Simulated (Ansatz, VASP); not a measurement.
One calculation of MnO, two programs

INCAR

```
PREC = Accurate
ENCUT = 520
EDIFF = 1E-8
ISMEAR = -1
SIGMA = 0.05
LREAL = F
LASPH = T
NELM = 200
ALGO = Normal
ISIF = 2
LWAVE = F
LCHARG = F
ISPIN = 2
MAGMOM = 4 4 0 0
LORBIT = 11
LMAXMIX = 4
GGA = PS
LEFG = T
NBANDS = 31
GGA_COMPAT = F
```

The input KPOINTS:

```
regular mesh
0
Gamma
  14 14 8
```

File POSCAR:

```
MnO
1.0
    3.3028713931      0.0000000000      0.0000000000
   -1.6514356965      2.8603705318      0.0000000000
    0.0000000000      0.0000000000      5.2755609885
Mn O
2 2
Direct
    0.3333333333      0.6666666667      0.0109600000
    0.6666666667      0.3333333333      0.5109600000
    0.3333333333      0.6666666667      0.3754700000
    0.6666666667      0.3333333333      0.8754700000
```

Input for Ansatz:

```yaml
crystal:
  lattice:
    - [3.3028713931, 0.0, 0.0]
    - [-1.6514356965, 2.8603705318, 0.0]
    - [0.0, 0.0, 5.2755609885]
  atoms:
    - { symbol: Mn, position: [0.3333333333, 0.6666666667, 0.01096], spin: 4.0 }
    - { symbol: Mn, position: [0.6666666667, 0.3333333333, 0.51096], spin: 4.0 }
    - { symbol: O, position: [0.3333333333, 0.6666666667, 0.37547] }
    - { symbol: O, position: [0.6666666667, 0.3333333333, 0.87547] }
magnetization:
  spin_polarized: true
kpoints:
  mp_grid: { grid: [14, 14, 8] }
scf:
  occupations: { method: fermi_dirac, width: 0.05 }
hamiltonian:
  xc: pbesol
  pseudopotentials: { kind: all_electron, datasets: crystal }
output:
  forces: true
  stress: true
  eigenvalues: true
  efg: { contact_densities: true }
```

Change from the starting cell: volume scaled by 0.94, crystal datasets.

Alike in both runs: task electric field gradients; functional PBEsol; k mesh 14 × 14 × 8; occupations fermi-dirac, width 0.05 eV; collinear spin.

|  | VASP | Ansatz |
| --- | --- | --- |
| version | VASP 6.6.1 | Ansatz 0.2.0 |
| potentials or method | VASP PAW PBE potentials, release 64 (Mn_pv, O), cutoff 520 eV | all-electron PAW with datasets made for the crystal, scalar-relativistic |

```tsv
	VASP	Ansatz	Ansatz less VASP
pressure (GPa)	9.3	8.8	-0.51
traceless stress, the component that is largest in VASP (GPa)	6.99	6.78	-0.203
rms of the force components (eV/Å)	0.450	0.435	-0.0147
net moment per atom (μB)	2.46	2.46	+0.001
size of the moment on the site where the two differ most (μB)	4.33	3.72	-0.603
size of Vzz on the site where it differs most (V/Å²)	27.3	27.9	+0.60
```

VASP's potentials were made for PBE, not for PBEsol. Site moments also hang on the region over which each program counts them. Atom by atom the forces differ by 0.015 eV/Å (rms over components). Ansatz ran all-electron here, and VASP with PAW potentials. Ansatz's warnings: frozen core search ended.
